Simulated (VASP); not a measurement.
# HC32F in VASP: single point with PBE+D3(BJ)

Aim: the single point of HC32F with PBE+D3(BJ).

Everything below comes from runs of VASP 6.6.1. Logs are shortened: lines on timing, memory, paths and dates and some standing lists are left out, and cuts for length are marked.

### 1 The cell of the first run

The cell holds a slab with vacuum, 34 atoms: a = 9.864 Å, b = 9.864 Å, c = 12.000 Å, α = 90.00°, β = 90.00°, γ = 120.00°.

### 2 Single point, PBE+D3(BJ)

INCAR

```
SYSTEM = HC32F
PREC = Accurate
ENCUT = 520
EDIFF = 1E-6
ISMEAR = 0
SIGMA = 0.05
LREAL = Auto
LASPH = .TRUE.
NELM = 100
ALGO = Normal
ISIF = 2
LWAVE = .FALSE.
LCHARG = .TRUE.
GGA = PE
IVDW = 12
LELF = .TRUE.
LVHAR = .TRUE.
NBANDS = 91
```

KPOINTS

```
regular mesh
0
G
  2 2 1
  0 0 0
```

POSCAR

```
HC32F
1.0
    9.8640000000      0.0000000000      0.0000000000
   -4.9320000000      8.5424750000      0.0000000000
    0.0000000000      0.0000000000     12.0000000000
C F H
32 1 1
Direct
   -0.0024553222     -0.0001555755      0.0805120833
    0.1641373967      0.0830809572      0.0805900833
   -0.0024735734      0.2498494874      0.0803131667
    0.1641272858      0.3332302407      0.0801075000
   -0.0023992674      0.4998711732      0.0804393333
    0.1642520078      0.5832296846      0.0802635833
   -0.0023988876      0.7498887617      0.0805694167
    0.1642686291      0.8332089939      0.0805973333
    0.2475814150     -0.0001368456      0.0806973333
    0.4142843302      0.0831246214      0.0808483333
    0.2472470786      0.2497155684      0.0804398333
    0.4142631859      0.3332037846      0.0809918333
    0.2475759293      0.4999117937      0.0799901667
    0.4142310910      0.5833729686      0.0800310833
    0.2476096658      0.7498847816      0.0804315000
    0.4142665652      0.8332160176      0.0804145833
    0.4976288910     -0.0001590874      0.0806611667
    0.6642780204      0.0831961463      0.0806469167
    0.4977618516      0.2497128760      0.0810233333
    0.6643562126      0.3331933661      0.0808124167
    0.4977684448      0.5002416747      0.0803504167
    0.6644392338      0.5833640719      0.0805097500
    0.4976197878      0.7499579454      0.0802503333
    0.6642706497      0.8332217536      0.0804407500
    0.7476062654     -0.0001343873      0.0805522500
    0.9142564573      0.0832049260      0.0804814167
    0.7476410378      0.2498457414      0.0806630000
    0.9142676090      0.3332077647      0.0804386667
    0.7476323032      0.4999103890      0.0806410000
    0.9142872999      0.5832207879      0.0805797500
    0.7476513821      0.7499453027      0.0804670000
    0.9142774242      0.8332154323      0.0805291667
    0.3982815153      0.3804746283      0.3403971667
    0.4075643658      0.3710514810      0.2633171667
```

Potentials or basis: VASP PAW PBE potentials, release 64 (C, F, H).

Command:

```bash
> cat potpaw_PBE.64/C/POTCAR potpaw_PBE.64/F/POTCAR potpaw_PBE.64/H/POTCAR > POTCAR
> mpirun -np 1 vasp_std > vasp.out
```

OUTCAR:

```text
SYSTEM = HC32F
   PREC = Accurate
   ENCUT = 520
   EDIFF = 1E-6
   ISMEAR = 0
   LREAL = Auto
   LASPH = .TRUE.
   NELM = 100
   ISIF = 2
   GGA = PE
   IVDW = 12
 IVDW          = 12

 ion  position               nearest neighbor table
   1  0.998  1.000  0.081-   2 1.42  32 1.42  26 1.42
   2  0.164  0.083  0.081-   1 1.42  11 1.42   9 1.42
   3  0.998  0.250  0.080-   4 1.42  28 1.42  26 1.42
   4  0.164  0.333  0.080-   3 1.42  11 1.42  13 1.42
   5  0.998  0.500  0.080-   6 1.42  30 1.42  28 1.42
   6  0.164  0.583  0.080-  13 1.42   5 1.42  15 1.42
[... 24 lines left out ...]
  31  0.748  0.750  0.080-  22 1.42  32 1.42  24 1.42
  32  0.914  0.833  0.081-  31 1.42   1 1.42   7 1.42
  33  0.398  0.380  0.340-  34 0.94
  34  0.408  0.371  0.263-  33 0.94

  LATTYP: Found a hexagonal cell.
 ALAT       =     9.8640000000
 C/A-ratio  =     1.2165450122

  Lattice vectors:

 A1 = (   9.8640000000,   0.0000000000,   0.0000000000)
 A2 = (  -4.9320000000,   8.5424750000,   0.0000000000)
 A3 = (   0.0000000000,   0.0000000000,  12.0000000000)

Analysis of symmetry for initial positions (statically):
=====================================================================
 Subroutine PRICEL returns:
 Original cell was already a primitive cell.

 Routine SETGRP: Setting up the symmetry group for a
 hexagonal supercell.

 Subroutine GETGRP returns: Found  1 space group operations
 (whereof  1 operations were pure point group operations)
 out of a pool of 24 trial point group operations.

The static configuration has the point symmetry C_1 .

Analysis of symmetry for dynamics (positions and initial velocities):
=====================================================================
 Subroutine PRICEL returns:
 Original cell was already a primitive cell.

 Routine SETGRP: Setting up the symmetry group for a
 hexagonal supercell.

 Subroutine GETGRP returns: Found  1 space group operations
 (whereof  1 operations were pure point group operations)
 out of a pool of 24 trial point group operations.

The dynamic configuration has the point symmetry C_1 .

 Subroutine INISYM returns: Found  1 space group operations
 (whereof  1 operations are pure point group operations),
 and found     1 'primitive' translations

----------------------------------------------------------------------------------------

                                     Primitive cell

  volume of cell :    1011.1557

  direct lattice vectors                    reciprocal lattice vectors
     9.864000000  0.000000000  0.000000000     0.101378751  0.058531046  0.000000000
    -4.932000000  8.542475000  0.000000000     0.000000000  0.117062093  0.000000000
     0.000000000  0.000000000 12.000000000     0.000000000  0.000000000  0.083333333

  length of vectors
     9.864000000  9.864000361 12.000000000     0.117062097  0.117062093  0.083333333

  position of ions in fractional coordinates (direct lattice)
     0.997544678  0.999844424  0.080512083
     0.164137397  0.083080957  0.080590083
     0.997526427  0.249849487  0.080313167
     0.164127286  0.333230241  0.080107500
     0.997600733  0.499871173  0.080439333
     0.164252008  0.583229685  0.080263583
[... 26 lines left out ...]
     0.398281515  0.380474628  0.340397167
     0.407564366  0.371051481  0.263317167

  ion indices of the primitive-cell ions
   primitive index   ion index
                 1           1
                 2           2
                 3           3
                 4           4
                 5           5
                 6           6
[... 26 lines left out ...]
                33          33
                34          34

----------------------------------------------------------------------------------------

 KPOINTS: regular mesh

Automatic generation of k-mesh.
 Grid dimensions read from file:
 generate k-points for:    2    2    1

 Generating k-lattice:

  Cartesian coordinates                     Fractional coordinates (reciprocal lattice)
     0.050689376  0.029265523  0.000000000     0.500000000  0.000000000  0.000000000
     0.000000000  0.058531046  0.000000000     0.000000000  0.500000000  0.000000000
     0.000000000  0.000000000  0.083333333     0.000000000  0.000000000  1.000000000

  Length of vectors
     0.058531048  0.058531046  0.083333333

  Shift w.r.t. Gamma in fractional coordinates (k-lattice)
     0.000000000  0.000000000  0.000000000

 Subroutine IBZKPT returns following result:
 ===========================================

 Found      4 irreducible k-points:

 Following reciprocal coordinates:
            Coordinates               Weight
  0.000000  0.000000  0.000000      1.000000
  0.500000 -0.000000  0.000000      1.000000
  0.000000  0.500000  0.000000      1.000000
  0.500000  0.500000  0.000000      1.000000
   k-points           NKPTS =      4   k-points in BZ     NKDIM =      4   number of bands    NBANDS=     91
   number of dos      NEDOS =    301   number of ions     NIONS =     34
   total plane-waves  NPLWV = 576000
   dimension x,y,z NGX =    80 NGY =   80 NGZ =   90
   dimension x,y,z NGXF=   160 NGYF=  160 NGZF=  180
   ions per type =              32   1   1
   NGX,Y,Z   is equivalent  to a cutoff of  13.48, 13.48, 12.47 a.u.
   NGXF,Y,Z  is equivalent  to a cutoff of  26.97, 26.97, 24.94 a.u.
 SYSTEM =  HC32F
   PREC   = accura    normal or accurate (medium, high low for compatibility)
   ISTART =      0    job   : 0-new  1-cont  2-samecut
   ICHARG =      2    charge: 1-file 2-atom 10-const
   ISPIN  =      1    spin polarized calculation?
   LNONCOLLINEAR =      F non collinear calculations
   LSORBIT =      F    spin-orbit coupling
   LASPH  =      T    aspherical Exc in radial PAW
   ENCUT  =  520.0 eV  38.22 Ry    6.18 a.u.  18.34 18.34 22.31*2*pi/ulx,y,z
   NELM   =    100;   NELMIN=  2; NELMDL= -5     # of ELM steps
   EDIFF  = 0.1E-05   stopping-criterion for ELM
   LREAL  =      T    real-space projection
   EDIFFG = 0.1E-04   stopping-criterion for IOM
   NSW    =      0    number of steps for IOM
[... 5 lines left out ...]
   TEBEG  =    0.0;   TEEND  =   0.0 temperature during run
   PSTRESS=    0.0 pullay stress
   NELECT =     136.0000    total number of electrons
   NUPDOWN=      -1.0000    fix difference up-down
   EMIN   =  10.00;   EMAX   =-10.00  energy-range for DOS
   EFERMI =   0.00;   METHOD = LEGACY
   ISMEAR =     0;   SIGMA  =   0.05  broadening in eV -4-tet -1-fermi 0-gaus
   EFERMI_NEDOS =   21; number of points for ismear=-14 and -15
   IALGO  =     38    algorithm
   IMIX   =      4    mixing-type and parameters
     AMIX     =   0.40;   BMIX     =  1.00
     AMIX_MAG =   1.60;   BMIX_MAG =  1.00
  volume/ion in A,a.u.               =      29.74       200.69
  Fermi-wavevector in a.u.,A,eV,Ry     =   0.838781  1.585066  9.572422  0.703553
  Thomas-Fermi vector in A             =   1.952892
   LORBIT       =      0    0 simple, 1 ext, 2 COOP (PROOUT), +10 PAW based schemes
   GGA     = PE    functional components
   LHFCALC =     F    Hartree Fock is set to
   AEXX    =    0.0000 exact exchange contribution
   IVDW    =    12    specifies the selected vdW correction
   LEPSILON=     F    determine dielectric tensor
   LRPA    =     F    only Hartree local field effects (RPA)
 non-spin polarized calculation
 Gauss-broadening in eV      SIGMA  =   0.05
  energy-cutoff  :      520.00
  volume of cell :     1011.16
 maximum number of plane-waves:     27273
 NGX is ok and might be reduce to    80
   NGX = 37   NGY = 37   NGZ = 45

 number of electron     136.0000002 magnetization

 Free energy of the ion-electron system (eV)
  ---------------------------------------------------
  ext. energy  EPLUGINS =         0.00000000
  ---------------------------------------------------
  free energy    TOTEN  =      -303.19331935 eV

  energy without entropy =     -303.19331935  energy(sigma->0) =     -303.19331935

 E-fermi :  -2.6786     XC(G=0):  -3.7861

 val. band max:       -2.9254765384   @ k =   0.0000   0.5000   0.0000
 cond. band min:      -0.9962308777   @ k =   0.0000   0.5000   0.0000
 fundamental gap:      1.9292456608
 Fermi energy:        -2.6786172773

 k-point     1 :       0.0000    0.0000    0.0000
  band No.  band energies     occupation
      1     -27.0129      2.00000
      2     -21.4396      2.00000
      3     -20.0160      2.00000
      4     -19.9791      2.00000
      5     -19.9775      2.00000
      6     -19.9589      2.00000
[... 72 lines left out ...]
     79       2.5734      0.00000
     80       3.1027      0.00000

 k-point     2 :       0.5000   -0.0000    0.0000
  band No.  band energies     occupation
      1     -27.0129      2.00000
      2     -21.0856      2.00000
      3     -21.0562      2.00000
      4     -20.3425      2.00000
      5     -20.3322      2.00000
      6     -18.9069      2.00000
[... 72 lines left out ...]
     79       2.8086      0.00000
     80       2.9696      0.00000

 k-point     3 :       0.0000    0.5000    0.0000
  band No.  band energies     occupation
      1     -27.0129      2.00000
      2     -21.0854      2.00000
      3     -21.0564      2.00000
      4     -20.3426      2.00000
      5     -20.3321      2.00000
      6     -18.9068      2.00000
[... 72 lines left out ...]
     79       2.8118      0.00000
     80       2.9695      0.00000

 k-point     4 :       0.5000    0.5000    0.0000
  band No.  band energies     occupation
      1     -27.0129      2.00000
      2     -21.0860      2.00000
      3     -21.0558      2.00000
      4     -20.3423      2.00000
      5     -20.3324      2.00000
      6     -18.9069      2.00000
[... 72 lines left out ...]
     79       2.8076      0.00000
     80       2.9689      0.00000
 [bands above 80 left out]

------------------------ aborting loop because EDIFF is reached ----------------------------------------

 Edisp (eV)   -2.94278

 E8    (eV) :    -0.9099

  FORCE on cell =-STRESS in cart. coord.  units (eV):
  Direction    XX          YY          ZZ          XY          YZ          ZX
  --------------------------------------------------------------------------------------
  -------------------------------------------------------------------------------------
  Total       0.89178     0.90137    -0.07603     0.01157     0.02572     0.01860
  in kB       1.41303     1.42823    -0.12047     0.01834     0.04075     0.02948
  external pressure =        0.91 kB  Pullay stress =        0.00 kB

 VOLUME and BASIS-vectors are now :
 -----------------------------------------------------------------------------
  energy-cutoff  :      520.00
  volume of cell :     1011.16
      direct lattice vectors                 reciprocal lattice vectors
     9.864000000  0.000000000  0.000000000     0.101378751  0.058531046  0.000000000
    -4.932000000  8.542475000  0.000000000     0.000000000  0.117062093  0.000000000
     0.000000000  0.000000000 12.000000000     0.000000000  0.000000000  0.083333333

 POSITION                                       TOTAL-FORCE (eV/Angst)
 -----------------------------------------------------------------------------------
      4.90855      8.54115      0.96614        -0.007279     -0.002629     -0.003145
      1.20930      0.70972      0.96708         0.005839     -0.001063      0.001107
      8.60734      2.13433      0.96376        -0.008257      0.003575     -0.001074
     -0.02454      2.84661      0.96129         0.007084      0.001236      0.003329
      7.37497      4.27014      0.96527        -0.006023      0.001985     -0.002382
     -1.25631      4.98222      0.96316         0.001954      0.001711      0.002060
[... 26 lines left out ...]
      2.05215      3.25020      4.08477        -0.039028      0.026866      0.330514
      2.19019      3.16970      3.15981         0.056278     -0.032210     -0.336929
 -----------------------------------------------------------------------------------
    total drift:                               -0.080581     -0.032461      0.108891

  FREE ENERGIE OF THE ION-ELECTRON SYSTEM (eV)
  ---------------------------------------------------
  free  energy   TOTEN  =      -306.1360968890 eV

  energy  without entropy=     -306.1360968890  energy(sigma->0) =     -306.13609689
```

Wall time 12 min (1 thread of Intel Xeon 6975P-C (Granite Rapids), shared host); peak memory 1.2 GiB.

Results:

```yaml
Free_energy: -306.1361 eV
Largest_force: 0.343 eV/Å
Band_gap_on_the_k_mesh: 1.93 eV
Dispersion_energy_per_atom: -0.087 eV
```

Forces in eV/Å, atoms in the order of the input:
```
C   -0.007 -0.003 -0.003
C    0.006 -0.001  0.001
C   -0.008  0.004 -0.001
C    0.007  0.001  0.003
C   -0.006  0.002 -0.002
C    0.002  0.002  0.002
C   -0.005  0.000 -0.001
C    0.003  0.001  0.002
C   -0.002  0.001  0.002
C    0.000 -0.007  0.000
C    0.009  0.007  0.006
C    0.004 -0.017 -0.015
C   -0.007  0.003 -0.001
C   -0.007  0.002  0.005
C   -0.005  0.003 -0.002
C    0.001  0.000  0.002
C   -0.004  0.002  0.000
C    0.003 -0.001  0.002
C   -0.016  0.009 -0.002
C    0.004  0.002  0.000
C   -0.001 -0.016  0.008
C    0.015  0.002  0.000
C   -0.004  0.007 -0.003
C    0.004 -0.001  0.001
C   -0.006  0.001 -0.002
C    0.004 -0.001  0.001
C   -0.004  0.002  0.000
C    0.001 -0.001  0.002
C   -0.002 -0.001  0.000
C    0.003  0.000  0.002
C   -0.003  0.006 -0.003
C    0.002 -0.001  0.002
F   -0.039  0.027  0.331
H    0.056 -0.032 -0.337
```
